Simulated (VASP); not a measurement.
Here is a VASP 6.6.1 calculation.

Contents of INCAR:

```
SYSTEM = TaH5
  PREC = Accurate
  ENCUT = 500
  EDIFF = 1E-7
  ISMEAR = 0
  SIGMA = 0.1
  LREAL = .False.
  LASPH = .True.
  NELM = 120
  ALGO = Normal
  ISIF = 3
  LWAVE = .False.
  LCHARG = .False.
  GGA = PE
  IBRION = 2
  NSW = 90
  EDIFFG = -0.04
  GGA_COMPAT = .False.
  NELMIN = 4
```

The input KPOINTS:

```
regular mesh
0
Gamma
  6 6 6
  0 0 0
```

Contents of POSCAR:

```
TaH5
1.0
   -1.9374794900      2.5800728200      2.7552643900
    1.9374794900     -2.5800728200      2.7552643900
    1.9374794900      2.5800728200     -2.7552643900
Ta H
1 5
Direct
    0.0000000000      0.5000000000      0.5000000000
    0.7366126500      0.2366126500      0.5000000000
    0.2633873500      0.7633873500      0.5000000000
    0.0000000000      0.0000000000      0.0000000000
    0.5901049300      0.5901049300      0.0000000000
    0.4098950700      0.4098950700      0.0000000000
```

Potentials or basis: VASP PAW PBE potentials, release 64 (Ta_sv_GW, H).

The run is started by

```sh
$ cat potpaw_PBE.64/Ta_sv_GW/POTCAR potpaw_PBE.64/H/POTCAR > POTCAR
$ mpirun -np 1 vasp_std > vasp.out
```

**Question.** What does it give for the relaxed cell?

**Answer.** a = 4.287 Å, b = 4.287 Å, c = 4.287 Å, α = 126.85°, β = 137.42°, γ = 70.36°.

**Question.** Estimate the space group after relaxing (to 0.1 Å).

**Answer.** Immm (No. 71).

**Question.** Estimate the relaxed volume.

**Answer.** 6.97 Å³/atom.

**Question.** What does it give for the band gap on the k mesh?

**Answer.** Zero (bands 9 and 10 overlap by 2.35 eV).

Forces in eV/Å, atoms in the order of the input:
```
Ta   0.000  0.000  0.000
H    0.000  0.000  0.018
H    0.000  0.000 -0.018
H    0.000  0.000  0.000
H    0.000  0.000  0.012
H    0.000  0.000 -0.012
```

Caveat: the volume moved by over 15 % at a fixed basis, so the end points are rough; spin-orbit coupling is left out, which moves the levels of the heavy elements.
